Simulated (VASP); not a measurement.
# Ru (P6/mmm) in VASP: single point with LDA

Aim: the single point of Ru with LDA.

Everything below comes from runs of VASP 6.6.1. Logs are shortened: lines on timing, memory, paths and dates and some standing lists are left out, and cuts for length are marked.

**1. The cell of the first run**

It takes space group P6/mmm (No. 191, hexagonal). The conventional cell has a = 3.777 Å, b = 3.777 Å, c = 2.326 Å, α = 90.00°, β = 90.00°, γ = 120.00°. Within 3.1 Å of Ru (site symmetry 6/mmm) lie 14 Ru at 2.33 to 2.47 Å. Within 2.9 Å of Ru (site symmetry -6m2) lie 11 Ru at 2.18 to 2.47 Å.

This isn't the form of Ru at room conditions, which is hcp.

**2. Single point, LDA**

The input, INCAR:

```
SYSTEM = Ru
ALGO = Normal
EDIFF = 1E-6
ENCUT = 560
GGA_COMPAT = .FALSE.
ISIF = 2
ISMEAR = -1
LASPH = .TRUE.
LCHARG = .FALSE.
LREAL = .FALSE.
LWAVE = .FALSE.
NBANDS = 31
NELM = 120
PREC = Accurate
SIGMA = 0.1
```

The input, KPOINTS:

```
k-points
0
G
  10 10 13
  0 0 0
```

The input, POSCAR:

```
Ru
1.0
    3.7769688644      0.0000000000      0.0000000000
   -1.8884844322      3.2709509859      0.0000000000
    0.0000000000      0.0000000000      2.3260073152
Ru
3
Direct
    0.0000000000      0.0000000000      0.0000000000
    0.3333333333      0.6666666667      0.5000000000
    0.6666666667      0.3333333333      0.5000000000
```

Potentials or basis: VASP PAW LDA potentials, release 64 (Ru_sv).

The run is started by

```bash
$ cat potpaw_LDA.64/Ru_sv/POTCAR > POTCAR
$ mpirun -np 1 vasp_std > vasp.out
```

OUTCAR:

```text
SYSTEM = Ru
   EDIFF = 1E-6
   ENCUT = 560
   ISIF = 2
   ISMEAR = -1
   LASPH = .TRUE.
   LREAL = .FALSE.
   NELM = 120
   PREC = Accurate

 ion  position               nearest neighbor table
   1  0.000  0.000  0.000-   2 2.47   3 2.47   2 2.47   3 2.47   3 2.47   3 2.47   2 2.47   2 2.47
                             3 2.47   3 2.47   2 2.47   2 2.47
   2  0.333  0.667  0.500-   3 2.18   3 2.18   3 2.18   1 2.47   1 2.47   1 2.47   1 2.47   1 2.47
                             1 2.47
   3  0.667  0.333  0.500-   2 2.18   2 2.18   2 2.18   1 2.47   1 2.47   1 2.47   1 2.47   1 2.47
                             1 2.47

  LATTYP: Found a hexagonal cell.
 ALAT       =     3.7769688644
 C/A-ratio  =     0.6158396849

  Lattice vectors:

 A1 = (   3.7769688644,   0.0000000000,   0.0000000000)
 A2 = (  -1.8884844322,   3.2709509859,   0.0000000000)
 A3 = (   0.0000000000,   0.0000000000,   2.3260073152)

Analysis of symmetry for initial positions (statically):
=====================================================================
 Subroutine PRICEL returns:
 Original cell was already a primitive cell.

 Routine SETGRP: Setting up the symmetry group for a
 hexagonal supercell.

 Subroutine GETGRP returns: Found 24 space group operations
 (whereof 24 operations were pure point group operations)
 out of a pool of 24 trial point group operations.

The static configuration has the point symmetry D_6h.

Analysis of symmetry for dynamics (positions and initial velocities):
=====================================================================
 Subroutine PRICEL returns:
 Original cell was already a primitive cell.

 Routine SETGRP: Setting up the symmetry group for a
 hexagonal supercell.

 Subroutine GETGRP returns: Found 24 space group operations
 (whereof 24 operations were pure point group operations)
 out of a pool of 24 trial point group operations.

The dynamic configuration has the point symmetry D_6h.

 Subroutine INISYM returns: Found 24 space group operations
 (whereof 24 operations are pure point group operations),
 and found     1 'primitive' translations

----------------------------------------------------------------------------------------

                                     Primitive cell

  volume of cell :      28.7361

  direct lattice vectors                    reciprocal lattice vectors
     3.776968864  0.000000000  0.000000000     0.264762574  0.152860744  0.000000000
    -1.888484432  3.270950986  0.000000000     0.000000000  0.305721487  0.000000000
     0.000000000  0.000000000  2.326007315     0.000000000  0.000000000  0.429921262

  length of vectors
     3.776968864  3.776968864  2.326007315     0.305721487  0.305721487  0.429921262

  position of ions in fractional coordinates (direct lattice)
     0.000000000  0.000000000  0.000000000
     0.333333333  0.666666667  0.500000000
     0.666666667  0.333333333  0.500000000

  ion indices of the primitive-cell ions
   primitive index   ion index
                 1           1
                 2           2
                 3           3

----------------------------------------------------------------------------------------

 KPOINTS: k-points

Automatic generation of k-mesh.
 Grid dimensions read from file:
 generate k-points for:   10   10   13

 Generating k-lattice:

  Cartesian coordinates                     Fractional coordinates (reciprocal lattice)
     0.026476257  0.015286074  0.000000000     0.100000000  0.000000000  0.000000000
     0.000000000  0.030572149  0.000000000     0.000000000  0.100000000  0.000000000
     0.000000000  0.000000000  0.033070866     0.000000000  0.000000000  0.076923077

  Length of vectors
     0.030572149  0.030572149  0.033070866

  Shift w.r.t. Gamma in fractional coordinates (k-lattice)
     0.000000000  0.000000000  0.000000000

 Subroutine IBZKPT returns following result:
 ===========================================

 Found     98 irreducible k-points:

 Following reciprocal coordinates:
            Coordinates               Weight
  0.000000  0.000000  0.000000      1.000000
  0.100000  0.000000  0.000000      6.000000
  0.200000  0.000000  0.000000      6.000000
  0.300000  0.000000  0.000000      6.000000
  0.400000  0.000000  0.000000      6.000000
  0.500000  0.000000  0.000000      3.000000
[... 16 lines left out ...]
  0.300000  0.100000  0.076923     24.000000
  0.400000  0.100000  0.076923     24.000000
 [... further k-points ...]
   k-points           NKPTS =     98   k-points in BZ     NKDIM =     98   number of bands    NBANDS=     31
   number of dos      NEDOS =    301   number of ions     NIONS =      3
   total plane-waves  NPLWV =  16200
   dimension x,y,z NGX =    30 NGY =   30 NGZ =   18
   dimension x,y,z NGXF=    60 NGYF=   60 NGZF=   36
   ions per type =               3
   NGX,Y,Z   is equivalent  to a cutoff of  13.20, 13.20, 12.87 a.u.
   NGXF,Y,Z  is equivalent  to a cutoff of  26.41, 26.41, 25.73 a.u.
 SYSTEM =  Ru
   PREC   = accura    normal or accurate (medium, high low for compatibility)
   ISTART =      0    job   : 0-new  1-cont  2-samecut
   ICHARG =      2    charge: 1-file 2-atom 10-const
   ISPIN  =      1    spin polarized calculation?
   LNONCOLLINEAR =      F non collinear calculations
   LSORBIT =      F    spin-orbit coupling
   LASPH  =      T    aspherical Exc in radial PAW
   ENCUT  =  560.0 eV  41.16 Ry    6.42 a.u.   7.29  7.29  4.49*2*pi/ulx,y,z
   NELM   =    120;   NELMIN=  2; NELMDL= -5     # of ELM steps
   EDIFF  = 0.1E-05   stopping-criterion for ELM
   LREAL  =      F    real-space projection
   EDIFFG = 0.1E-04   stopping-criterion for IOM
   NSW    =      0    number of steps for IOM
   IBRION =     -1    ionic relax: 0-MD 1-quasi-New 2-CG
   NFREE  =      0    steps in history (QN), initial steepest desc. (CG)
   ISIF   =      2    stress and relaxation
   ISYM   =      2    0-nonsym 1-usesym 2-fastsym
   POTIM  = 0.5000    time-step for ionic-motion
   TEBEG  =    0.0;   TEEND  =   0.0 temperature during run
   PSTRESS=    0.0 pullay stress
   NELECT =      48.0000    total number of electrons
   NUPDOWN=      -1.0000    fix difference up-down
   EMIN   =  10.00;   EMAX   =-10.00  energy-range for DOS
   EFERMI =   0.00;   METHOD = LEGACY
   ISMEAR =    -1;   SIGMA  =   0.10  broadening in eV -4-tet -1-fermi 0-gaus
   EFERMI_NEDOS =   21; number of points for ismear=-14 and -15
   IALGO  =     38    algorithm
   IMIX   =      4    mixing-type and parameters
     AMIX     =   0.40;   BMIX     =  1.00
     AMIX_MAG =   1.60;   BMIX_MAG =  1.00
  volume/ion in A,a.u.               =       9.58        64.64
  Fermi-wavevector in a.u.,A,eV,Ry     =   1.942432  3.670664 51.335334  3.773041
  Thomas-Fermi vector in A             =   2.971849
   LORBIT       =      0    0 simple, 1 ext, 2 COOP (PROOUT), +10 PAW based schemes
   GGA     = CA    functional components
   LHFCALC =     F    Hartree Fock is set to
   AEXX    =    0.0000 exact exchange contribution
   IVDW    =     0    specifies the selected vdW correction
   LEPSILON=     F    determine dielectric tensor
   LRPA    =     F    only Hartree local field effects (RPA)
 non-spin polarized calculation
  energy-cutoff  :      560.00
  volume of cell :       28.74
 maximum number of plane-waves:       903
 NGX is ok and might be reduce to    30
   NGX = 15   NGY = 15   NGZ =  9

 number of electron      47.9999991 magnetization

 Free energy of the ion-electron system (eV)
  ---------------------------------------------------
  ext. energy  EPLUGINS =         0.00000000
  ---------------------------------------------------
  free energy    TOTEN  =       -24.63950438 eV

  energy without entropy =      -24.56974982  energy(sigma->0) =      -24.60462710

 E-fermi :  23.7457     XC(G=0): -16.7849

 val. band max:       23.7383336137   @ k =   0.1000   0.1000   0.3077
 cond. band min:      23.7528159146   @ k =   0.4000   0.0000   0.3077
 fundamental gap:      0.0144823009
 Fermi energy:        23.7456579861

 k-point     1 :       0.0000    0.0000    0.0000
  band No.  band energies     occupation
      1     -50.5575      2.00000
      2     -49.6593      2.00000
      3     -49.4611      2.00000
      4     -21.6182      2.00000
      5     -21.6182      2.00000
      6     -20.8000      2.00000
[... 23 lines left out ...]
     30      36.3435      0.00000
     31      37.1805      0.00000

 k-point     2 :       0.1000    0.0000    0.0000
  band No.  band energies     occupation
      1     -50.5309      2.00000
      2     -49.6680      2.00000
      3     -49.4823      2.00000
      4     -21.7298      2.00000
      5     -21.6675      2.00000
      6     -20.6617      2.00000
[... 23 lines left out ...]
     30      34.6946      0.00000
     31      37.3571      0.00000

 k-point     3 :       0.2000    0.0000    0.0000
  band No.  band energies     occupation
      1     -50.4541      2.00000
      2     -49.6939      2.00000
      3     -49.5417      2.00000
      4     -21.9365      2.00000
      5     -21.6912      2.00000
      6     -20.3783      2.00000
[... 23 lines left out ...]
     30      32.6450      0.00000
     31      37.6554      0.00000

 k-point     4 :       0.3000    0.0000    0.0000
  band No.  band energies     occupation
      1     -50.3362      2.00000
      2     -49.7456      2.00000
      3     -49.6185      2.00000
      4     -22.1208      2.00000
      5     -21.5776      2.00000
      6     -20.0781      2.00000
[... 635 lines left out ...]
     30      31.6240      0.00000
     31      38.2454      0.00000

 k-point    23 :       0.3000    0.1000    0.0769
  band No.  band energies     occupation
      1     -50.2292      2.00000
      2     -49.7700      2.00000
      3     -49.6537      2.00000
      4     -22.1081      2.00000
      5     -21.4976      2.00000
      6     -20.1199      2.00000
[... 23 lines left out ...]
     30      29.7734      0.00000
     31      38.4598      0.00000

 k-point    24 :       0.4000    0.1000    0.0769
  band No.  band energies     occupation
      1     -50.0931      2.00000
      2     -49.8801      2.00000
      3     -49.6856      2.00000
      4     -22.1798      2.00000
      5     -21.2130      2.00000
      6     -20.5424      2.00000
[... 23 lines left out ...]
     30      28.1026      0.00000
     31      38.3592      0.00000

 [... further k-points ...]

------------------------ aborting loop because EDIFF is reached ----------------------------------------

  FORCE on cell =-STRESS in cart. coord.  units (eV):
  Direction    XX          YY          ZZ          XY          YZ          ZX
  --------------------------------------------------------------------------------------
  -------------------------------------------------------------------------------------
  Total       45.0667534     45.0667534     45.0461707      0.0000000     -0.0000000      0.0000000
  in kB     2512.6866826   2512.6866827   2511.5390968      0.0000000     -0.0000000      0.0000000
  external PRESSURE =    2512.3041541 kB  Pullay stress =       0.0000000 kB

 VOLUME and BASIS-vectors are now :
 -----------------------------------------------------------------------------
  energy-cutoff  :      560.00
  volume of cell :       28.74
      direct lattice vectors                 reciprocal lattice vectors
     3.776968864  0.000000000  0.000000000     0.264762574  0.152860744  0.000000000
    -1.888484432  3.270950986  0.000000000     0.000000000  0.305721487  0.000000000
     0.000000000  0.000000000  2.326007315     0.000000000  0.000000000  0.429921262

 POSITION                                       TOTAL-FORCE (eV/Angst)
 -----------------------------------------------------------------------------------
      0.00000      0.00000      0.00000         0.000000     -0.000000      0.000000
     -0.00000      2.18063      1.16300         0.000000      0.000000     -0.000000
      1.88848      1.09032      1.16300         0.000000     -0.000000      0.000000
 -----------------------------------------------------------------------------------
    total drift:                               -0.000000      0.000000      0.000000

  FREE ENERGIE OF THE ION-ELECTRON SYSTEM (eV)
  ---------------------------------------------------
  free  energy   TOTEN  =       -24.6395043803 eV

  energy  without entropy=      -24.5697498167  energy(sigma->0) =      -24.60462710
```

Run time: 42 s. Hardware: 1 thread of Intel Xeon Platinum 8488C (Sapphire Rapids), shared host; peak memory 0.18 GiB.

What came out:

- Free energy: -24.6395 eV
- Pressure: 251.2 GPa
- Band gap on the k mesh: zero (bands 24 and 25 overlap by 4.03 eV)

Stress tensor (GPa, compression positive):
```
251.27   0.00   0.00
  0.00 251.27   0.00
  0.00   0.00 251.15
```

Levels at points of the mesh, in eV from the Fermi level:
| k point | band 22 | band 23 | band 24 | band 25 | band 26 | band 27 |
| --- | --- | --- | --- | --- | --- | --- |
| (0.00, 0.00, 0.00) | -3.76 | -2.38 | -2.38 | -2.27 | -2.27 | 3.12 |
| (0.50, 0.00, 0.00) | -1.86 | -1.79 | 0.87 | 1.50 | 1.53 | 1.57 |

Caveat: the cell stands under pressure.
